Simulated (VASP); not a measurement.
Ni: single point with r2SCAN

The system is Ni.

```
CELL_PARAMETERS angstrom
0.00000 2.50720 2.50720
2.50720 0.00000 2.50720
2.50720 2.50720 0.00000
ATOMIC_POSITIONS crystal
Ni 0.12500 0.12500 0.12500
Ni 0.87500 0.87500 0.87500
```

This isn't the form of Ni at room conditions, which is fcc.

* Program: VASP 6.6.1
* Task: single point
* Functional: r2SCAN
* Potentials or basis: VASP PAW PBE potentials, release 64 (Ni)
* Cutoff: 660 eV
* k mesh: 6 × 6 × 6
* Occupations: fermi-dirac, width 0.1 eV
* Spin: no spin polarisation

```json
{"Pressure": "0.1 GPa", "Band gap on the k mesh": "zero (bands 10 and 11 overlap by 0.28 eV)"}
```

Levels at points of the mesh, in eV from the Fermi level:
| k point | band 6 | band 7 | band 8 | band 9 | band 10 | band 11 | band 12 | band 13 | band 14 | band 15 |
| --- | --- | --- | --- | --- | --- | --- | --- | --- | --- | --- |
| (0.00, 0.00, 0.00) | -2.80 | -1.15 | -1.15 | -1.15 | -0.12 | -0.12 | 12.79 | 12.79 | 12.79 | 13.29 |
| (0.50, 0.00, 0.00) | -2.72 | -1.41 | -0.84 | -0.84 | -0.24 | -0.24 | 1.03 | 9.36 | 9.36 | 13.18 |
| (0.50, 0.50, 0.00) | -2.17 | -1.43 | -1.43 | -0.09 | -0.09 | 1.52 | 1.52 | 4.89 | 4.89 | 10.23 |

Wall time 100 s on 1 thread of Intel Xeon 8259CL, on a shared host, peak memory 0.17 GiB.

Caveat: the k points lie up to 0.36 Å⁻¹ apart; the PAW data sets were made with another functional, which shifts forces and pressure a little; the run has no spin polarisation, though such a crystal can be magnetic. Spin polarisation is off, so any magnetic state and its effect on volume and gap are missing.
